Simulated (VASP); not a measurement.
Input of a VASP 6.6.1 run:

Contents of POSCAR:

```
CuI
1.0
    3.5710179152     -3.6621415940      0.0000000000
    3.5710179152      3.6621415940      0.0000000000
    0.0000000000      0.0000000000      4.2979581156
Cu I
2 2
Direct
    0.4184084292      0.5815915708      0.7500000000
    0.5815915708      0.4184084292      0.2500000000
    0.7740538544      0.2259461456      0.7500000000
    0.2259461456      0.7740538544      0.2500000000
```

File INCAR.step1:

```
  PREC = Accurate
  ENCUT = 520
  ISMEAR = 0
  SIGMA = 0.01
  LREAL = F
  LASPH = T
  NELM = 100
  NBANDS = 26
  GGA = PE
  ALGO = Normal
  EDIFF = 1E-4
  LWAVE = T
  LCHARG = F
```

Contents of INCAR.step2:

```
  PREC = Accurate
  ENCUT = 520
  EDIFF = 1E-6
  ISMEAR = 0
  SIGMA = 0.01
  LREAL = F
  LASPH = T
  NELM = 100
  ALGO = Normal
  ISIF = 2
  LWAVE = F
  LCHARG = F
  METAGGA = R2SCAN
  LMIXTAU = T
  NBANDS = 26
  ISTART = 1
```

Contents of KPOINTS:

```
Automatic mesh
0
Gamma
  6 6 6
```

Potentials or basis: VASP PAW PBE potentials, release 64 (Cu, I).

Command:

```bash
$ cat potpaw_PBE.64/Cu/POTCAR potpaw_PBE.64/I/POTCAR > POTCAR
$ cp INCAR.step1 INCAR
$ mpirun -np 1 vasp_std > vasp.out
$ cp INCAR.step2 INCAR
$ mpirun -np 1 vasp_std > vasp.out
```

(1) What does it give for the largest force?

(2) What does it give for the pressure?

Results:

(1) 0.018 eV/Å.

(2) 0.7 GPa.

Caveat: the cell differs from its parent crystal (epitaxial xy strain +1.9%); the PAW data sets were made with another functional, which shifts forces and pressure a little.
